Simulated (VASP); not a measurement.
# W in VASP: single point with PBEsol

Aim: the single point of W with PBEsol.

Everything below comes from runs of VASP 6.6.1. Logs are shortened: lines on timing, memory, paths and dates and some standing lists are left out, and cuts for length are marked.

### 1 The cell of the first run

The cell holds a wire or tube with vacuum around it, 12 atoms: a = 16.700 Å, b = 18.200 Å, c = 2.645 Å, α = 90.00°, β = 90.00°, γ = 90.00°.

### 2 Single point, PBEsol

INCAR

```
ALGO = Fast
EDIFF = 1E-6
ENCUT = 520
GGA = PS
ISIF = 2
ISMEAR = 0
LASPH = True
LCHARG = True
LELF = True
LREAL = False
LVHAR = True
LWAVE = False
NBANDS = 96
NELM = 60
PREC = Accurate
SIGMA = 0.05
```

KPOINTS

```
k-points
0
Gamma
  1 1 20
```

POSCAR

```
W
1.0
   16.7000000000      0.0000000000      0.0000000000
    0.0000000000     18.2000000000      0.0000000000
    0.0000000000      0.0000000000      2.6452043582
W
12
Direct
    0.3479400278      0.3773411303      0.0364956205
    0.3479400278      0.6226588697      0.0364956205
    0.2784083529      0.5000000000      0.5983900042
    0.5783593599      0.5000000000      0.0085981116
    0.5019491821      0.3737267520      0.6633381994
    0.5019491821      0.6262732480      0.6633381994
    0.7255169184      0.5000000000      0.6335274317
    0.4194854584      0.2675565013      0.3515251439
    0.4234102902      0.5000000000      0.3459101551
    0.4194854584      0.7324434987      0.3515251439
    0.6506666746      0.3842417753      0.3220948515
    0.6506666746      0.6157582247      0.3220948515
```

Potentials or basis: VASP PAW PBE potentials, release 64 (W_sv).

On the command line:

```
cat potpaw_PBE.64/W_sv/POTCAR > POTCAR
mpirun -np 1 vasp_std > vasp.out
```

OUTCAR:

```text
EDIFF = 1E-6
   ENCUT = 520
   GGA = PS
   ISIF = 2
   ISMEAR = 0
   LASPH = True
   LREAL = False
   NELM = 60
   PREC = Accurate

 ion  position               nearest neighbor table
   1  0.348  0.377  0.036-   8 2.47   9 2.69   5 2.76   3 2.77   3 2.92   8 2.95   5 3.06   9 3.15

   2  0.348  0.623  0.036-  10 2.47   9 2.69   6 2.76   3 2.77   3 2.92  10 2.95   6 3.06   9 3.15

   3  0.278  0.500  0.598-   9 2.51   2 2.77   1 2.77   1 2.92   2 2.92   9 3.13
   4  0.578  0.500  0.009-  11 2.57  12 2.57   7 2.65   9 2.74   5 2.78   6 2.78   7 2.96  11 3.03
                            12 3.03   9 3.13   5 3.15   6 3.15
   5  0.502  0.374  0.663-   8 2.51  11 2.65   1 2.76   9 2.78   4 2.78   8 2.99  11 3.04   1 3.06
                             4 3.15   9 3.20
   6  0.502  0.626  0.663-  10 2.51  12 2.65   2 2.76   9 2.78   4 2.78  10 2.99  12 3.04   2 3.06
                             4 3.15   9 3.20
   7  0.726  0.500  0.634-  11 2.58  12 2.58   4 2.65   4 2.96  11 3.05  12 3.05
   8  0.419  0.268  0.352-   1 2.47   5 2.51   1 2.95   5 2.99
   9  0.423  0.500  0.346-   3 2.51   2 2.69   1 2.69   4 2.74   5 2.78   6 2.78   4 3.13   3 3.13
                             1 3.15   2 3.15   5 3.20   6 3.20
  10  0.419  0.732  0.352-   2 2.47   6 2.51   2 2.95   6 2.99
  11  0.651  0.384  0.322-   4 2.57   7 2.58   5 2.65   4 3.03   5 3.04   7 3.05
  12  0.651  0.616  0.322-   4 2.57   7 2.58   6 2.65   4 3.03   6 3.04   7 3.05

  LATTYP: Found a simple orthorhombic cell.
 ALAT       =     2.6452043582
 B/A-ratio  =     6.3133118423
 C/A-ratio  =     6.8803757803

  Lattice vectors:

 A1 = (   0.0000000000,   0.0000000000,   2.6452043582)
 A2 = (  16.7000000000,   0.0000000000,   0.0000000000)
 A3 = (   0.0000000000,  18.2000000000,   0.0000000000)

Analysis of symmetry for initial positions (statically):
=====================================================================
 Subroutine PRICEL returns:
 Original cell was already a primitive cell.

 Routine SETGRP: Setting up the symmetry group for a
 simple orthorhombic supercell.

 Subroutine GETGRP returns: Found  2 space group operations
 (whereof  2 operations were pure point group operations)
 out of a pool of  8 trial point group operations.

The static configuration has the point symmetry C_1h.

Analysis of symmetry for dynamics (positions and initial velocities):
=====================================================================
 Subroutine PRICEL returns:
 Original cell was already a primitive cell.

 Routine SETGRP: Setting up the symmetry group for a
 simple orthorhombic supercell.

 Subroutine GETGRP returns: Found  2 space group operations
 (whereof  2 operations were pure point group operations)
 out of a pool of  8 trial point group operations.

The dynamic configuration has the point symmetry C_1h.

 Subroutine INISYM returns: Found  2 space group operations
 (whereof  2 operations are pure point group operations),
 and found     1 'primitive' translations

----------------------------------------------------------------------------------------

                                     Primitive cell

  volume of cell :     803.9834

  direct lattice vectors                    reciprocal lattice vectors
    16.700000000  0.000000000  0.000000000     0.059880240  0.000000000  0.000000000
     0.000000000 18.200000000  0.000000000     0.000000000  0.054945055  0.000000000
     0.000000000  0.000000000  2.645204358     0.000000000  0.000000000  0.378042625

  length of vectors
    16.700000000 18.200000000  2.645204358     0.059880240  0.054945055  0.378042625

  position of ions in fractional coordinates (direct lattice)
     0.347940028  0.377341130  0.036495620
     0.347940028  0.622658870  0.036495620
     0.278408353  0.500000000  0.598390004
     0.578359360  0.500000000  0.008598112
     0.501949182  0.373726752  0.663338199
     0.501949182  0.626273248  0.663338199
     0.725516918  0.500000000  0.633527432
     0.419485458  0.267556501  0.351525144
     0.423410290  0.500000000  0.345910155
     0.419485458  0.732443499  0.351525144
     0.650666675  0.384241775  0.322094851
     0.650666675  0.615758225  0.322094851

  ion indices of the primitive-cell ions
   primitive index   ion index
                 1           1
                 2           2
                 3           3
                 4           4
                 5           5
                 6           6
                 7           7
                 8           8
                 9           9
                10          10
                11          11
                12          12

----------------------------------------------------------------------------------------

 KPOINTS: k-points

Automatic generation of k-mesh.
 Grid dimensions read from file:
 generate k-points for:    1    1   20

 Generating k-lattice:

  Cartesian coordinates                     Fractional coordinates (reciprocal lattice)
     0.059880240  0.000000000  0.000000000     1.000000000  0.000000000  0.000000000
     0.000000000  0.054945055  0.000000000     0.000000000  1.000000000  0.000000000
     0.000000000  0.000000000  0.018902131     0.000000000  0.000000000  0.050000000

  Length of vectors
     0.059880240  0.054945055  0.018902131

  Shift w.r.t. Gamma in fractional coordinates (k-lattice)
     0.000000000  0.000000000  0.000000000

 Subroutine IBZKPT returns following result:
 ===========================================

 Found     11 irreducible k-points:

 Following reciprocal coordinates:
            Coordinates               Weight
  0.000000  0.000000  0.000000      1.000000
  0.000000  0.000000  0.050000      2.000000
  0.000000  0.000000  0.100000      2.000000
  0.000000  0.000000  0.150000      2.000000
  0.000000  0.000000  0.200000      2.000000
  0.000000  0.000000  0.250000      2.000000
  0.000000  0.000000  0.300000      2.000000
  0.000000  0.000000  0.350000      2.000000
  0.000000  0.000000  0.400000      2.000000
  0.000000  0.000000  0.450000      2.000000
  0.000000  0.000000  0.500000      1.000000
   k-points           NKPTS =     11   k-points in BZ     NKDIM =     11   number of bands    NBANDS=     96
   number of dos      NEDOS =    301   number of ions     NIONS =     12
   total plane-waves  NPLWV = 352800
   dimension x,y,z NGX =   126 NGY =  140 NGZ =   20
   dimension x,y,z NGXF=   252 NGYF=  280 NGZF=   40
   ions per type =              12
   NGX,Y,Z   is equivalent  to a cutoff of  12.54, 12.79, 12.57 a.u.
   NGXF,Y,Z  is equivalent  to a cutoff of  25.09, 25.58, 25.14 a.u.
 SYSTEM =  unknown system
   PREC   = accura    normal or accurate (medium, high low for compatibility)
   ISTART =      0    job   : 0-new  1-cont  2-samecut
   ICHARG =      2    charge: 1-file 2-atom 10-const
   ISPIN  =      1    spin polarized calculation?
   LNONCOLLINEAR =      F non collinear calculations
   LSORBIT =      F    spin-orbit coupling
   LASPH  =      T    aspherical Exc in radial PAW
   ENCUT  =  520.0 eV  38.22 Ry    6.18 a.u.  31.05 33.84  4.92*2*pi/ulx,y,z
   NELM   =     60;   NELMIN=  2; NELMDL= -5     # of ELM steps
   EDIFF  = 0.1E-05   stopping-criterion for ELM
   LREAL  =      F    real-space projection
   EDIFFG = 0.1E-04   stopping-criterion for IOM
   NSW    =      0    number of steps for IOM
   IBRION =     -1    ionic relax: 0-MD 1-quasi-New 2-CG
   NFREE  =      0    steps in history (QN), initial steepest desc. (CG)
   ISIF   =      2    stress and relaxation
   ISYM   =      2    0-nonsym 1-usesym 2-fastsym
   POTIM  = 0.5000    time-step for ionic-motion
   TEBEG  =    0.0;   TEEND  =   0.0 temperature during run
   PSTRESS=    0.0 pullay stress
   NELECT =     168.0000    total number of electrons
   NUPDOWN=      -1.0000    fix difference up-down
   EMIN   =  10.00;   EMAX   =-10.00  energy-range for DOS
   EFERMI =   0.00;   METHOD = LEGACY
   ISMEAR =     0;   SIGMA  =   0.05  broadening in eV -4-tet -1-fermi 0-gaus
   EFERMI_NEDOS =   21; number of points for ismear=-14 and -15
   IALGO  =     68    algorithm
   IMIX   =      4    mixing-type and parameters
     AMIX     =   0.40;   BMIX     =  1.00
     AMIX_MAG =   1.60;   BMIX_MAG =  1.00
  volume/ion in A,a.u.               =      67.00       452.13
  Fermi-wavevector in a.u.,A,eV,Ry     =   0.971469  1.835810 12.840523  0.943752
  Thomas-Fermi vector in A             =   2.101688
   LORBIT       =      0    0 simple, 1 ext, 2 COOP (PROOUT), +10 PAW based schemes
   GGA     = PS    functional components
   LHFCALC =     F    Hartree Fock is set to
   AEXX    =    0.0000 exact exchange contribution
   IVDW    =     0    specifies the selected vdW correction
   LEPSILON=     F    determine dielectric tensor
   LRPA    =     F    only Hartree local field effects (RPA)
 non-spin polarized calculation
 RMM-DIIS sequential band-by-band and
 Gauss-broadening in eV      SIGMA  =   0.05
  energy-cutoff  :      520.00
  volume of cell :      803.98
 maximum number of plane-waves:     21770
 NGX is ok and might be reduce to   126
   NGX = 63   NGY = 67   NGZ =  9

 number of electron     168.0000008 magnetization

 Free energy of the ion-electron system (eV)
  ---------------------------------------------------
  ext. energy  EPLUGINS =         0.00000000
  ---------------------------------------------------
  free energy    TOTEN  =      -145.74402010 eV

  energy without entropy =     -145.72483102  energy(sigma->0) =     -145.73442556

 E-fermi :  -0.6602     XC(G=0):  -4.4232

 val. band max:       -0.6626494045   @ k =   0.0000   0.0000   0.1500
 cond. band min:      -0.6512735555   @ k =   0.0000   0.0000   0.0000
 fundamental gap:      0.0113758490
 Fermi energy:        -0.6601593257

 k-point     1 :       0.0000    0.0000    0.0000
  band No.  band energies     occupation
      1     -74.8589      2.00000
      2     -74.6787      2.00000
      3     -74.5898      2.00000
      4     -74.5741      2.00000
      5     -74.5427      2.00000
      6     -74.5403      2.00000
[... 1078 lines left out ...]
     95       1.6378      0.00000
     96       1.8637      0.00000

------------------------ aborting loop because EDIFF is reached ----------------------------------------

  FORCE on cell =-STRESS in cart. coord.  units (eV):
  Direction    XX          YY          ZZ          XY          YZ          ZX
  --------------------------------------------------------------------------------------
  -------------------------------------------------------------------------------------
  Total        0.7430191      0.9023514      1.1898988      0.0000000      0.0000000      0.0697798
  in kB        1.4806878      1.7982049      2.3712292      0.0000000      0.0000000      0.1390571
  external PRESSURE =       1.8833739 kB  Pullay stress =       0.0000000 kB

 VOLUME and BASIS-vectors are now :
 -----------------------------------------------------------------------------
  energy-cutoff  :      520.00
  volume of cell :      803.98
      direct lattice vectors                 reciprocal lattice vectors
    16.700000000  0.000000000  0.000000000     0.059880240  0.000000000  0.000000000
     0.000000000 18.200000000  0.000000000     0.000000000  0.054945055  0.000000000
     0.000000000  0.000000000  2.645204358     0.000000000  0.000000000  0.378042625

 POSITION                                       TOTAL-FORCE (eV/Angst)
 -----------------------------------------------------------------------------------
      5.81060      6.86761      0.09654        -0.055909      0.018643     -0.015570
      5.81060     11.33239      0.09654        -0.055909     -0.018643     -0.015570
      4.64942      9.10000      1.58286        -0.072315      0.000000      0.011174
      9.65860      9.10000      0.02274        -0.014529      0.000000      0.001220
      8.38255      6.80183      1.75467         0.021196      0.015773      0.013050
      8.38255     11.39817      1.75467         0.021196     -0.015773      0.013050
     12.11613      9.10000      1.67581         0.058541      0.000000      0.011286
      7.00541      4.86953      0.92986        -0.001074     -0.106201      0.003074
      7.07095      9.10000      0.91500         0.035474      0.000000     -0.014622
      7.00541     13.33047      0.92986        -0.001074      0.106201      0.003074
     10.86613      6.99320      0.85201         0.032201     -0.068588     -0.005083
     10.86613     11.20680      0.85201         0.032201      0.068588     -0.005083
 -----------------------------------------------------------------------------------
    total drift:                               -0.001058     -0.000000     -0.000086

  FREE ENERGIE OF THE ION-ELECTRON SYSTEM (eV)
  ---------------------------------------------------
  free  energy   TOTEN  =      -145.7440201013 eV

  energy  without entropy=     -145.7248310243  energy(sigma->0) =     -145.73442556
```

Wall time 53 min (1 thread of Oxide Virtual Turin-like, shared host); peak memory 0.98 GiB.

What came out:

```yaml
Free_energy: -145.7440 eV
Largest_force: 0.106 eV/Å
Band_gap_on_the_k_mesh: zero (bands 84 and 85 overlap by 1.27 eV)
```

Forces on the atoms (eV/Å):
```
W   -0.056  0.019 -0.016
W   -0.056 -0.019 -0.016
W   -0.072  0.000  0.011
W   -0.015  0.000  0.001
W    0.021  0.016  0.013
W    0.021 -0.016  0.013
W    0.059  0.000  0.011
W   -0.001 -0.106  0.003
W    0.035  0.000 -0.015
W   -0.001  0.106  0.003
W    0.032 -0.069 -0.005
W    0.032  0.069 -0.005
```

Caveat: the PAW data sets were made with another functional, which shifts forces and pressure a little; spin-orbit coupling is left out, which moves the levels of the heavy elements.
